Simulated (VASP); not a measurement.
Set up this calculation in VASP 6.6.1, as the native input.

```
Task                   : single point
Functional             : PBEsol
Potentials or basis    : VASP PAW PBE potentials, release 64 (Lu, Zr_sv)
Cutoff                 : 520 eV
k mesh                 : 5 × 5 × 3
Occupations            : fermi-dirac, width 0.1 eV
Spin                   : no spin polarisation
Dipole correction      : no
Further INCAR settings : ALGO = Normal; EDIFF = 1e-07; NBANDS = 26
```

The structure of LuZr lies in POSCAR:

```
LuZr
1.0
    3.3717317800      0.0000000000      0.0000000000
   -1.6858658900      2.9200053700      0.0000000000
    0.0000000000      0.0000000000      5.2614719100
Lu Zr
1 1
Direct
    0.0000000000      0.0000000000      0.0000000000
    0.3333333297      0.6666666712      0.5000000010
```

One way to write it, as run:

INCAR

```
SYSTEM = LuZr
  ALGO = Normal
  EDIFF = 1E-7
  ENCUT = 520
  GGA = PS
  ISIF = 2
  ISMEAR = -1
  LASPH = .True.
  LCHARG = .False.
  LREAL = .False.
  LWAVE = .False.
  NBANDS = 26
  NELM = 80
  PREC = Accurate
  SIGMA = 0.1
```

KPOINTS

```
k-points
0
Gamma
  5 5 3
  0 0 0
```

Potentials or basis: VASP PAW PBE potentials, release 64 (Lu, Zr_sv).

Command:

```sh
$ cat potpaw_PBE.64/Lu/POTCAR potpaw_PBE.64/Zr_sv/POTCAR > POTCAR
$ mpirun -np 1 vasp_std > vasp.out
```

It gave:

```yaml
Pressure: -3.3 GPa
```

Caveat: the k points lie up to 0.43 Å⁻¹ apart; the PAW data sets were made with another functional, which shifts forces and pressure a little.

Wall time 89 s on 1 thread of Intel Xeon 8259CL (shared host), peak memory 0.18 GiB.
